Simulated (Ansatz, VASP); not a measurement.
One calculation of InP, two programs

```
CELL_PARAMETERS angstrom
0.00000 2.77787 2.77787
2.77787 0.00000 2.77787
2.77787 2.77787 0.00000
ATOMIC_POSITIONS crystal
In 0.00000 0.00000 0.00000
P 0.50000 0.50000 0.50000
```

Change from the starting cell: species swapped into the HoSe type (Fm-3m, No. 225).

Alike in both runs: functional PBE; k mesh 6 × 6 × 6; occupations gaussian, width 0.2 eV; no spin polarisation.

Ansatz relaxed the structure, and its values are those at the end. VASP's run is a single point on that final structure, the one shown.

|  | VASP | Ansatz |
| --- | --- | --- |
| version | VASP 6.6.1 | Ansatz 0.2.0 |
| potentials or method | VASP PAW PBE potentials, release 64 (In_d, P), cutoff 500 eV | scalar-relativistic, plane waves, PAW |
| valence electrons in the cell | 18 | 18 |

|  | VASP | Ansatz | Ansatz less VASP |
| --- | --- | --- | --- |
| gap on the k mesh at the Fermi level (eV) | none | none | - |
| pressure (GPa) | -0.5 | -0.4 | +0.04 |

A gap of «none» marks a metal or a gap that the smearing closes.
